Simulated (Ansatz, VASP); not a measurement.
Ge3Se5 in VASP and in Ansatz

```
Ge Se
1.0
    -3.63731    3.63731    3.63731
     3.63731   -3.63731    3.63731
     3.63731    3.63731   -3.63731
Ge Se
3 5
Direct
  0.00000 0.50000 0.50000
  0.50000 0.50000 0.00000
  0.50000 0.00000 0.50000
  0.00000 0.00000 0.00000
  0.00000 0.00000 0.50000
  0.00000 0.50000 0.00000
  0.50000 0.00000 0.00000
  0.50000 0.50000 0.50000
```

Change from the starting cell: species swapped into the Fe5Co3 type (Im-3m, No. 229).

Alike in both runs: task single point; functional PBE; k mesh 4 × 4 × 4; occupations gaussian, width 0.1 eV; no spin polarisation.

```csv
,VASP,Ansatz
version,VASP 6.6.1,Ansatz 0.2.0
potentials or method,"VASP PAW PBE potentials, release 64 (Ge_d, Se), cutoff 520 eV","scalar-relativistic, plane waves, PAW"
valence electrons in the cell,72,122
```

```tsv
	VASP	Ansatz	Ansatz less VASP
gap on the k mesh at the Fermi level (eV)	none	none	-
pressure (GPa)	-5.9	-5.9	0.00
```

A gap of «none» marks a metal or a gap that the smearing closes. With one functional, cell and mesh, what is left measures potentials, basis and numerics. VASP's potentials hold 72 valence electrons a cell and Ansatz's 122, so a difference there can come from the potentials and not from the codes.
